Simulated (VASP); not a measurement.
# SnO2 (l.eA) (P4_2/mnm) in VASP: further runs

Runs on SnO2 (l.eA). Level: LDA. Tasks: single point.

Program: VASP 6.6.1. These are calculated values, not measurements. Logs are shortened: lines on timing, memory, paths and dates and some standing lists are left out, and cuts for length are marked.

### Step 1. The cell of the first run

It takes space group P4_2/mnm (No. 136, tetragonal). The conventional cell has a = 4.561 Å, b = 4.561 Å, c = 3.272 Å, α = 90.00°, β = 90.00°, γ = 90.00°. Sn (site symmetry mmm) has 6 O at 1.98 to 2.06 Å within 2.6 Å. Within 2.6 Å of O (site symmetry m2m) lie 3 Sn at 1.98 to 2.06 Å and 1 O at 2.49 Å.

### Step 2. Single point, LDA

File INCAR:

```
SYSTEM = SnO2
ALGO     = Normal         ! electronic algorithm
EDIFF    = 1E-6           ! SCF threshold, eV
ENCUT    = 600            ! plane-wave cutoff, eV
GGA_COMPAT= .False.      
ISIF     = 2              ! what is computed and relaxed
ISMEAR   = 0              ! smearing method
LASPH    = .True.         ! aspherical terms in the spheres
LCHARG   = .False.        ! write CHGCAR
LREAL    = .False.        ! projectors in reciprocal space
LWAVE    = .False.        ! write WAVECAR
NBANDS   = 35             ! bands
NELM     = 120            ! most SCF steps
PREC     = Accurate       ! precision mode
SIGMA    = 0.1            ! smearing width, eV
```

File KPOINTS:

```
k-points
0
Gamma
  4 4 6
  0 0 0
```

File POSCAR:

```
SnO2
1.0
    4.5613071670      0.0000000000      0.0000000000
    0.0000000000      4.5613071670      0.0000000000
    0.0000000000      0.0000000000      3.2722374217
Sn O
2 4
Direct
    0.0000000000      0.0000000000      0.0000000000
    0.5000000000      0.5000000000      0.5000000000
    0.6930000000      0.6930000000      0.0000000000
    0.3070000000      0.3070000000      0.0000000000
    0.8070000000      0.1930000000      0.5000000000
    0.1930000000      0.8070000000      0.5000000000
```

Potentials or basis: VASP PAW LDA potentials, release 64 (Sn_d, O).

Started as:

```
$ cat potpaw_LDA.64/Sn_d/POTCAR potpaw_LDA.64/O/POTCAR > POTCAR
$ mpirun -np 1 vasp_std > vasp.out
```

OUTCAR:

```text
SYSTEM = SnO2
   EDIFF = 1E-6
   ENCUT = 600
   ISIF = 2
   ISMEAR = 0
   LASPH = .True.
   LREAL = .False.
   NELM = 120
   PREC = Accurate

 ion  position               nearest neighbor table
   1  0.000  0.000  0.000-   3 1.98   4 1.98   5 2.06   6 2.06   5 2.06   6 2.06   2 3.62   2 3.62
                             2 3.62   2 3.62   2 3.62   2 3.62   2 3.62   2 3.62
   2  0.500  0.500  0.500-   5 1.98   6 1.98   3 2.06   4 2.06   3 2.06   4 2.06   1 3.62   1 3.62
                             1 3.62   1 3.62   1 3.62   1 3.62   1 3.62   1 3.62
   3  0.693  0.693  0.000-   1 1.98   2 2.06   2 2.06
   4  0.307  0.307  0.000-   1 1.98   2 2.06   2 2.06
   5  0.807  0.193  0.500-   2 1.98   1 2.06   1 2.06
   6  0.193  0.807  0.500-   2 1.98   1 2.06   1 2.06

  LATTYP: Found a simple tetragonal cell.
 ALAT       =     4.5613071670
 C/A-ratio  =     0.7173902791

  Lattice vectors:

 A1 = (   4.5613071670,   0.0000000000,   0.0000000000)
 A2 = (   0.0000000000,   4.5613071670,   0.0000000000)
 A3 = (   0.0000000000,   0.0000000000,   3.2722374217)

Analysis of symmetry for initial positions (statically):
=====================================================================
 Subroutine PRICEL returns:
 Original cell was already a primitive cell.

 Routine SETGRP: Setting up the symmetry group for a
 simple tetragonal supercell.

 Subroutine GETGRP returns: Found 16 space group operations
 (whereof  8 operations were pure point group operations)
 out of a pool of 16 trial point group operations.

The static configuration has the point symmetry D_2h.
 The point group associated with its full space group is D_4h.

Analysis of symmetry for dynamics (positions and initial velocities):
=====================================================================
 Subroutine PRICEL returns:
 Original cell was already a primitive cell.

 Routine SETGRP: Setting up the symmetry group for a
 simple tetragonal supercell.

 Subroutine GETGRP returns: Found 16 space group operations
 (whereof  8 operations were pure point group operations)
 out of a pool of 16 trial point group operations.

The dynamic configuration has the point symmetry D_2h.
 The point group associated with its full space group is D_4h.

 Subroutine INISYM returns: Found 16 space group operations
 (whereof  8 operations are pure point group operations),
 and found     1 'primitive' translations

----------------------------------------------------------------------------------------

                                     Primitive cell

  volume of cell :      68.0806

  direct lattice vectors                    reciprocal lattice vectors
     4.561307167  0.000000000  0.000000000     0.219235400  0.000000000  0.000000000
     0.000000000  4.561307167  0.000000000     0.000000000  0.219235400  0.000000000
     0.000000000  0.000000000  3.272237422     0.000000000  0.000000000  0.305601297

  length of vectors
     4.561307167  4.561307167  3.272237422     0.219235400  0.219235400  0.305601297

  position of ions in fractional coordinates (direct lattice)
     0.000000000  0.000000000  0.000000000
     0.500000000  0.500000000  0.500000000
     0.693000000  0.693000000  0.000000000
     0.307000000  0.307000000  0.000000000
     0.807000000  0.193000000  0.500000000
     0.193000000  0.807000000  0.500000000

  ion indices of the primitive-cell ions
   primitive index   ion index
                 1           1
                 2           2
                 3           3
                 4           4
                 5           5
                 6           6

----------------------------------------------------------------------------------------

 KPOINTS: k-points

Automatic generation of k-mesh.
 Grid dimensions read from file:
 generate k-points for:    4    4    6

 Generating k-lattice:

  Cartesian coordinates                     Fractional coordinates (reciprocal lattice)
     0.054808850  0.000000000  0.000000000     0.250000000  0.000000000  0.000000000
     0.000000000  0.054808850  0.000000000     0.000000000  0.250000000  0.000000000
     0.000000000  0.000000000  0.050933549     0.000000000  0.000000000  0.166666667

  Length of vectors
     0.054808850  0.054808850  0.050933549

  Shift w.r.t. Gamma in fractional coordinates (k-lattice)
     0.000000000  0.000000000  0.000000000

 Subroutine IBZKPT returns following result:
 ===========================================

 Found     24 irreducible k-points:

 Following reciprocal coordinates:
            Coordinates               Weight
  0.000000  0.000000  0.000000      1.000000
  0.250000  0.000000  0.000000      4.000000
  0.500000  0.000000  0.000000      2.000000
  0.250000  0.250000  0.000000      4.000000
  0.500000  0.250000  0.000000      4.000000
  0.500000  0.500000  0.000000      1.000000
[... 16 lines left out ...]
  0.500000  0.250000  0.500000      4.000000
  0.500000  0.500000  0.500000      1.000000
   k-points           NKPTS =     24   k-points in BZ     NKDIM =     24   number of bands    NBANDS=     35
   number of dos      NEDOS =    301   number of ions     NIONS =      6
   total plane-waves  NPLWV =  36288
   dimension x,y,z NGX =    36 NGY =   36 NGZ =   28
   dimension x,y,z NGXF=    72 NGYF=   72 NGZF=   56
   ions per type =               2   4
   NGX,Y,Z   is equivalent  to a cutoff of  13.12, 13.12, 14.23 a.u.
   NGXF,Y,Z  is equivalent  to a cutoff of  26.24, 26.24, 28.45 a.u.
 SYSTEM =  SnO2
   PREC   = accura    normal or accurate (medium, high low for compatibility)
   ISTART =      0    job   : 0-new  1-cont  2-samecut
   ICHARG =      2    charge: 1-file 2-atom 10-const
   ISPIN  =      1    spin polarized calculation?
   LNONCOLLINEAR =      F non collinear calculations
   LSORBIT =      F    spin-orbit coupling
   LASPH  =      T    aspherical Exc in radial PAW
   ENCUT  =  600.0 eV  44.10 Ry    6.64 a.u.   9.11  9.11  6.54*2*pi/ulx,y,z
   NELM   =    120;   NELMIN=  2; NELMDL= -5     # of ELM steps
   EDIFF  = 0.1E-05   stopping-criterion for ELM
   LREAL  =      F    real-space projection
   EDIFFG = 0.1E-04   stopping-criterion for IOM
   NSW    =      0    number of steps for IOM
   IBRION =     -1    ionic relax: 0-MD 1-quasi-New 2-CG
   NFREE  =      0    steps in history (QN), initial steepest desc. (CG)
   ISIF   =      2    stress and relaxation
   ISYM   =      2    0-nonsym 1-usesym 2-fastsym
   POTIM  = 0.5000    time-step for ionic-motion
   TEBEG  =    0.0;   TEEND  =   0.0 temperature during run
   PSTRESS=    0.0 pullay stress
   NELECT =      52.0000    total number of electrons
   NUPDOWN=      -1.0000    fix difference up-down
   EMIN   =  10.00;   EMAX   =-10.00  energy-range for DOS
   EFERMI =   0.00;   METHOD = LEGACY
   ISMEAR =     0;   SIGMA  =   0.10  broadening in eV -4-tet -1-fermi 0-gaus
   EFERMI_NEDOS =   21; number of points for ismear=-14 and -15
   IALGO  =     38    algorithm
   IMIX   =      4    mixing-type and parameters
     AMIX     =   0.40;   BMIX     =  1.00
     AMIX_MAG =   1.60;   BMIX_MAG =  1.00
  volume/ion in A,a.u.               =      11.35        76.57
  Fermi-wavevector in a.u.,A,eV,Ry     =   1.496470  2.827919 30.469209  2.239424
  Thomas-Fermi vector in A             =   2.608483
   LORBIT       =      0    0 simple, 1 ext, 2 COOP (PROOUT), +10 PAW based schemes
   GGA     = CA    functional components
   LHFCALC =     F    Hartree Fock is set to
   AEXX    =    0.0000 exact exchange contribution
   IVDW    =     0    specifies the selected vdW correction
   LEPSILON=     F    determine dielectric tensor
   LRPA    =     F    only Hartree local field effects (RPA)
 non-spin polarized calculation
 Gauss-broadening in eV      SIGMA  =   0.10
  energy-cutoff  :      600.00
  volume of cell :       68.08
 maximum number of plane-waves:      2305
   NGX = 19   NGY = 19   NGZ = 13

 number of electron      52.0000033 magnetization

 Free energy of the ion-electron system (eV)
  ---------------------------------------------------
  ext. energy  EPLUGINS =         0.00000000
  ---------------------------------------------------
  free energy    TOTEN  =       -42.09644911 eV

  energy without entropy =      -42.09644911  energy(sigma->0) =      -42.09644911

 E-fermi :   6.9697     XC(G=0): -12.0864

 val. band max:        6.4588042057   @ k =   0.0000   0.0000   0.0000
 cond. band min:       8.0458413738   @ k =   0.0000   0.0000   0.0000
 fundamental gap:      1.5870371681
 Fermi energy:         6.9697146999

 k-point     1 :       0.0000    0.0000    0.0000
  band No.  band energies     occupation
      1     -14.5918      2.00000
      2     -13.6086      2.00000
      3     -13.4540      2.00000
      4     -13.3865      2.00000
      5     -13.3662      2.00000
      6     -13.3662      2.00000
[... 27 lines left out ...]
     34      19.3936      0.00000
     35      19.4204      0.00000

 k-point     2 :       0.2500    0.0000    0.0000
  band No.  band energies     occupation
      1     -14.4790      2.00000
      2     -13.7549      2.00000
      3     -13.4808      2.00000
      4     -13.3942      2.00000
      5     -13.3600      2.00000
      6     -13.3596      2.00000
[... 27 lines left out ...]
     34      19.1916      0.00000
     35      19.3883      0.00000

 k-point     3 :       0.5000    0.0000    0.0000
  band No.  band energies     occupation
      1     -14.1620      2.00000
      2     -14.1620      2.00000
      3     -13.4247      2.00000
      4     -13.4247      2.00000
      5     -13.3531      2.00000
      6     -13.3531      2.00000
[... 27 lines left out ...]
     34      18.8458      0.00000
     35      19.1662      0.00000
[... 723 lines left out ...]
 k-point    23 :       0.5000    0.2500    0.5000
  band No.  band energies     occupation
      1     -14.3341      2.00000
      2     -14.3341      2.00000
      3     -13.5977      2.00000
      4     -13.5977      2.00000
      5     -13.1718      2.00000
      6     -13.1718      2.00000
[... 27 lines left out ...]
     34      18.3877      0.00000
     35      19.5931      0.00000

 k-point    24 :       0.5000    0.5000    0.5000
  band No.  band energies     occupation
      1     -14.1348      2.00000
      2     -14.1348      2.00000
      3     -13.8983      2.00000
      4     -13.8983      2.00000
      5     -13.1551      2.00000
      6     -13.1551      2.00000
[... 27 lines left out ...]
     34      17.9176      0.00000
     35      20.1225      0.00000

------------------------ aborting loop because EDIFF is reached ----------------------------------------

  FORCE on cell =-STRESS in cart. coord.  units (eV):
  Direction    XX          YY          ZZ          XY          YZ          ZX
  --------------------------------------------------------------------------------------
  -------------------------------------------------------------------------------------
  Total        5.6073463      5.6073463      0.8759950      0.0000000      0.0000000      0.0000000
  in kB      131.9606700    131.9606700     20.6152584      0.0000000      0.0000000      0.0000000
  external PRESSURE =      94.8455328 kB  Pullay stress =       0.0000000 kB

 VOLUME and BASIS-vectors are now :
 -----------------------------------------------------------------------------
  energy-cutoff  :      600.00
  volume of cell :       68.08
      direct lattice vectors                 reciprocal lattice vectors
     4.561307167  0.000000000  0.000000000     0.219235400  0.000000000  0.000000000
     0.000000000  4.561307167  0.000000000     0.000000000  0.219235400  0.000000000
     0.000000000  0.000000000  3.272237422     0.000000000  0.000000000  0.305601297

 POSITION                                       TOTAL-FORCE (eV/Angst)
 -----------------------------------------------------------------------------------
      0.00000      0.00000      0.00000        -0.000000      0.000000      0.000000
      2.28065      2.28065      1.63612        -0.000000      0.000000      0.000000
      3.16099      3.16099      0.00000        -0.045967     -0.045967     -0.000000
      1.40032      1.40032      0.00000         0.045967      0.045967      0.000000
      3.68097      0.88033      1.63612         0.045967     -0.045967     -0.000000
      0.88033      3.68097      1.63612        -0.045967      0.045967      0.000000
 -----------------------------------------------------------------------------------
    total drift:                               -0.000000      0.000000     -0.000000

  FREE ENERGIE OF THE ION-ELECTRON SYSTEM (eV)
  ---------------------------------------------------
  free  energy   TOTEN  =       -42.0964491132 eV

  energy  without entropy=      -42.0964491132  energy(sigma->0) =      -42.09644911
```

Wall time 58 s (1 thread of Intel Xeon 6975P-C, shared host); peak memory 0.19 GiB.

What came out:

| Item | Value |
| --- | --- |
| Free energy | -42.0964 eV |
| Pressure | 9.5 GPa |
| Largest force | 0.065 eV/Å |
| Band gap on the k mesh | 1.59 eV, direct |

Forces on the atoms (eV/Å):
```
Sn   0.000  0.000  0.000
Sn   0.000  0.000  0.000
O   -0.046 -0.046  0.000
O    0.046  0.046  0.000
O    0.046 -0.046  0.000
O   -0.046  0.046  0.000
```

Stress tensor (GPa, compression positive):
```
13.20  0.00  0.00
 0.00 13.20  0.00
 0.00  0.00  2.06
```

Caveat: spin-orbit coupling is left out, which moves the levels of the heavy elements.

### Step 3. Single point, LDA

File INCAR:

```
SYSTEM = SnO2
PREC = Accurate ; ENCUT = 600
EDIFF = 1E-6 ; ISMEAR = 0
SIGMA = 0.02 ; LREAL = .False.
LASPH = .True. ; NELM = 120
ALGO = Normal ; ISIF = 2
LWAVE = .False. ; LCHARG = .True.
GGA = CA ; LELF = .True.
LVHAR = .True. ; NBANDS = 35
GGA_COMPAT = .False.
```

File KPOINTS:

```
regular mesh
0
Gamma
  6 6 8
  0 0 0
```

File POSCAR:

```
SnO2
1.0
    4.5613071670      0.0000000000      0.0000000000
    0.0000000000      4.5613071670      0.0000000000
    0.0000000000      0.0000000000      3.2769841344
Sn O
2 4
Direct
    0.0000000000      0.0000000000      0.0000000000
    0.5000000000      0.5000000000      0.5000000000
    0.6926163200      0.6926163200      0.0000000000
    0.3073836800      0.3073836800      0.0000000000
    0.8073836800      0.1926163200      0.5000000000
    0.1926163200      0.8073836800      0.5000000000
```

Potentials or basis: VASP PAW LDA potentials, release 64 (Sn_d, O).

Started as:

```
$ cat potpaw_LDA.64/Sn_d/POTCAR potpaw_LDA.64/O/POTCAR > POTCAR
$ mpirun -np 1 vasp_std > vasp.out
```

Wall time 1.8 min (1 thread of Intel Xeon 6975P-C, shared host); peak memory 0.24 GiB.

It converged, with:

| Property | Result |
| --- | --- |
| Free energy | -42.0990 eV |
| Pressure | 9.1 GPa |
| Largest force | 0.005 eV/Å |
| Band gap on the k mesh | 1.57 eV, direct |

Forces in eV/Å, atoms in the order of the input:
```
Sn   0.000  0.000  0.000
Sn   0.000  0.000  0.000
O   -0.003 -0.003  0.000
O    0.003  0.003  0.000
O    0.003 -0.003  0.000
O   -0.003  0.003  0.000
```

Stress tensor (GPa, compression positive):
```
12.86  0.00  0.00
 0.00 12.86  0.00
 0.00  0.00  1.59
```

Levels at points of the mesh, in eV from the valence-band top:
```csv
k point,band 23,band 24,band 25,band 26,band 27,band 28,band 29,band 30
"(0.00, 0.00, 0.00)",-1.34,-0.74,-0.74,0.00,1.57,5.74,5.91,5.91
"(0.50, 0.00, 0.00)",-1.29,-1.29,-0.61,-0.61,4.77,4.77,6.67,6.67
"(0.50, 0.50, 0.00)",-1.46,-1.46,-0.79,-0.79,4.99,4.99,7.40,7.40
"(0.00, 0.00, 0.50)",-1.84,-1.84,-1.30,-1.30,6.52,6.52,9.99,9.99
"(0.50, 0.00, 0.50)",-1.12,-1.12,-0.49,-0.49,6.92,6.92,8.55,8.55
"(0.50, 0.50, 0.50)",-0.95,-0.95,-0.76,-0.76,5.31,5.31,8.87,8.87
```

Caveat: spin-orbit coupling is left out, which moves the levels of the heavy elements.
